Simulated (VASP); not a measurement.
Write the native input for VASP 6.6.1 that does the following.

| Property | Result |
| --- | --- |
| Task | single point |
| Functional | PBE |
| Potentials or basis | VASP PAW PBE potentials, release 64 (Ga_d, Al, N) |
| Cutoff | 520 eV |
| k mesh | 2 × 2 × 2, shifted |
| Occupations | gaussian, width 0.02 eV |
| Spin | no spin polarisation |
| Dipole correction | no |
| Further INCAR settings | LREAL = Auto; ALGO = Normal; EDIFF = 1e-06; NBANDS = 171 |

The structure of Al31GaN32 (a cell with a defect) lies in POSCAR:

```
Al31GaN32
1.0
   -1.5651018309     -8.1325076706      5.0180193525
    1.5651018309      8.1325076706      5.0180193525
   -7.8255091547      2.7108358902     -5.0180193525
Ga Al N
1 31 32
Direct
    0.8336380415      0.3753080262      0.7083300153
    0.5821175739      0.2492464501      0.3320754066
    0.5821175739      0.5000421673      0.5828711238
    0.8329549421      0.6253257741      0.9590372173
    0.3327225680      0.3744497205      0.2082728474
    0.8329025158      0.8745953794      0.2083071363
    0.3329173317      0.6246972921      0.4582569495
    0.8329549421      0.1239177248      0.4576291680
    0.3329067588      0.8745271128      0.7083796461
    0.0838279892      0.2492373091      0.8337561772
    0.5833757098      0.7496660845      0.8337376245
    0.0838279892      0.5000718120      0.0845906801
    0.5833757098      0.9996380853      0.0837096253
    0.0826907588      0.7494916499      0.3329687284
    0.0826907588      0.9997220304      0.5831991089
    0.3329173317      0.1246603822      0.9582200396
    0.1680292595      0.7514778606      0.9176703535
    0.9167842070      0.6259472720      0.5408369351
    0.9163076430      0.8744306669      0.7916696934
    0.1661191654      0.9995162902      0.1665627434
    0.6660010444      0.7494645119      0.4164145314
    0.1661191654      0.2495564220      0.4166028752
    0.6654829716      0.9981734096      0.6666508691
    0.1680292595      0.5003589061      0.6665513989
    0.6654829716      0.2488321025      0.9173095621
    0.4161499894      0.6244869047      0.0416630847
    0.9163247987      0.1246077918      0.0417170069
    0.4162756817      0.8746374749      0.2917773001
    0.9163076430      0.3746379496      0.2918769761
    0.4146468815      0.1234673982      0.5411794832
    0.4162756817      0.3744983816      0.7916382069
    0.6660010444      0.4995865131      0.1665365325
    0.0299237981      0.5716195375      0.7083042606
    0.7736267719      0.4404492954      0.3332749875
    0.7736267719      0.6903517844      0.5831774765
    0.0237185574      0.8152022621      0.9582892012
    0.5233813733      0.5651265146      0.2082548587
    0.0236991003      0.0653441282      0.2083549721
    0.5232214648      0.8148204869      0.4579300740
    0.0237185574      0.3154293562      0.4585162953
    0.5237540780      0.0653970656      0.7083570124
    0.2737436843      0.4403974575      0.8333116964
    0.7738682789      0.9400046456      0.8337907346
    0.2737436843      0.6904319879      0.0833462269
    0.7738682789      0.1900775443      0.0838636333
    0.2730950823      0.9397374494      0.3327845550
    0.2730950823      0.1903105273      0.5833576329
    0.5232214648      0.3152913909      0.9584009780
    0.8574530493      0.4418114132      0.9222715557
    0.6006692056      0.3135031934      0.5371660121
    0.6070734700      0.5652556479      0.7916252989
    0.8567513208      0.6905630414      0.1669495399
    0.3563188543      0.4403610559      0.4162913077
    0.8567513208      0.9398017810      0.4161882795
    0.3583312712      0.6910703264      0.6668258693
    0.8574530493      0.1851814936      0.6656416361
    0.3583312712      0.9415054019      0.9172609448
    0.1069961301      0.3154075099      0.0415886202
    0.6069374525      0.8151745889      0.0417628636
    0.1071715876      0.5655210284      0.2923687361
    0.6070734700      0.0654481711      0.2918178221
    0.1076161734      0.8162966592      0.5413195142
    0.1071715876      0.0648028515      0.7916505592
    0.3563188543      0.1900275466      0.1659577984
```

The input as run:

INCAR

```
SYSTEM = Al31GaN32
ALGO = Normal
EDIFF = 1E-6
ENCUT = 520
GGA = PE
ISIF = 2
ISMEAR = 0
LASPH = .TRUE.
LCHARG = .FALSE.
LREAL = Auto
LWAVE = .FALSE.
NBANDS = 171
NELM = 60
PREC = Accurate
SIGMA = 0.02
```

KPOINTS

```
Automatic mesh
0
Gamma
  2 2 2
  0.5 0.5 0.5
```

Potentials or basis: VASP PAW PBE potentials, release 64 (Ga_d, Al, N).

The run is started by

```sh
$ cat potpaw_PBE.64/Ga_d/POTCAR potpaw_PBE.64/Al/POTCAR potpaw_PBE.64/N/POTCAR > POTCAR
$ mpirun -np 1 vasp_std > vasp.out
```

Results of the run:

```json
{
  "Pressure": "0.3 GPa",
  "Largest force": "0.022 eV/Å",
  "Band gap on the k mesh": "4.70 eV"
}
```

Wall time 27 min on 1 thread of Oxide Virtual Turin-like Processor, on a shared host, peak memory 0.88 GiB.
